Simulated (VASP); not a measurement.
## BaIn2Bi2: single point with r2SCAN

The system is BaIn2Bi2.

```
Ba Bi In
1.0
     5.05499    0.00000    0.00000
    -2.52749    4.37775    0.00000
     0.00000    0.00000    8.30191
Ba Bi In
1 2 2
Direct
  0.00000 0.00000 0.00000
  0.66670 0.33330 0.24992
  0.33330 0.66670 0.75008
  0.66670 0.33330 0.62760
  0.33330 0.66670 0.37240
```

```yaml
Program: VASP 6.6.1
Task: single point
Functional: r2SCAN
Potentials_or_basis: VASP PAW PBE potentials, release 64 (Ba_sv, Bi_d, In_d)
Cutoff: 520 eV
k_mesh: 4 × 4 × 2
Occupations: methfessel-paxton, width 0.01 eV
Spin: no spin polarisation
```

```yaml
Pressure: 1.1 GPa
Largest_force: 0.295 eV/Å
Band_gap_on_the_k_mesh: zero (bands 33 and 34 overlap by 1.52 eV)
```

Forces in eV/Å, atoms in the order of the input:
```
Ba   0.000  0.000  0.000
Bi   0.002 -0.001  0.295
Bi  -0.002  0.001 -0.295
In  -0.001  0.000  0.081
In   0.001  0.000 -0.081
```

Stress tensor (GPa, compression positive):
```
 2.10  0.01  0.01
 0.01  2.11 -0.01
 0.01 -0.01 -0.81
```

Levels at points of the mesh, in eV from the Fermi level:
```
           k point  band 29  band 30  band 31  band 32  band 33  band 34  band 35  band 36  band 37  band 38
(0.00, 0.00, 0.00)    -2.55    -2.55    -1.89    -1.29    -1.29    -1.25     0.75     0.99     0.99     1.95
(0.50, 0.00, 0.00)    -3.39    -3.06    -3.04    -2.51    -1.18     0.67     0.87     2.27     2.57     2.94
(0.50, 0.50, 0.00)    -3.39    -3.06    -3.04    -2.51    -1.18     0.67     0.87     2.27     2.57     2.94
(0.00, 0.00, 0.50)    -2.91    -2.07    -2.07    -2.05    -2.05    -0.79     1.10     1.11     2.21     2.32
(0.50, 0.00, 0.50)    -3.37    -3.30    -2.15    -2.11    -0.71    -0.40     0.15     0.59     1.97     3.22
(0.50, 0.50, 0.50)    -3.38    -3.30    -2.15    -2.11    -0.71    -0.40     0.15     0.59     1.97     3.22
```

Run time: 5.4 min on 1 thread of Intel(R) Xeon(R) 6975P-C (Granite Rapids) (shared host), peak memory 0.41 GiB.

Caveat: the k points lie up to 0.38 Å⁻¹ apart, too coarse for converged energies and pressures of a metal; the PAW data sets were made with another functional, which shifts forces and pressure a little; spin-orbit coupling is left out, which moves the levels of the heavy elements.
